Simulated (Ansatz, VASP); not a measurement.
**Two plane-wave programs on Ta**

```xyz
2
Lattice="2.9004 0.0000 0.0000 -1.4502 2.5118 0.0000 0.0000 0.0000 5.1663" Properties=species:S:1:pos:R:3 pbc="T T T"
Ta    1.4502    0.8373    3.8747
Ta   -0.1032    1.7476    1.3722
```

Change from the starting cell: one atom moved.

Alike in both runs: task single point; functional PBE; k mesh 15 × 15 × 8; occupations gaussian, width 0.1 eV; no spin polarisation.

|  | VASP | Ansatz |
| --- | --- | --- |
| version | VASP 6.6.1 | Ansatz 0.2.0 |
| potentials or method | VASP PAW PBE potentials, release 64 (Ta_pv), cutoff 520 eV | scalar-relativistic, plane waves, PAW |
| valence electrons in the cell | 22 | 26 |

|  | VASP | Ansatz | Ansatz less VASP |
| --- | --- | --- | --- |
| gap on the k mesh at the Fermi level (eV) | none | none | - |
| pressure (GPa) | -0.3 | -0.3 | -0.07 |
| traceless stress, the component that is largest in VASP (GPa) | 1.98 | 1.99 | +0.010 |
| rms of the force components (eV/Å) | 0.526 | 0.527 | +0.0009 |

Atom by atom the forces differ by 0.001 eV/Å (rms over components). A gap of «none» marks a metal or a gap that the smearing closes. The functional is the same, so the differences come from potentials, cutoffs and numerics. VASP's potentials hold 22 valence electrons a cell and Ansatz's 26, so a difference there can come from the potentials and not from the codes.

Spin-orbit coupling is off throughout.
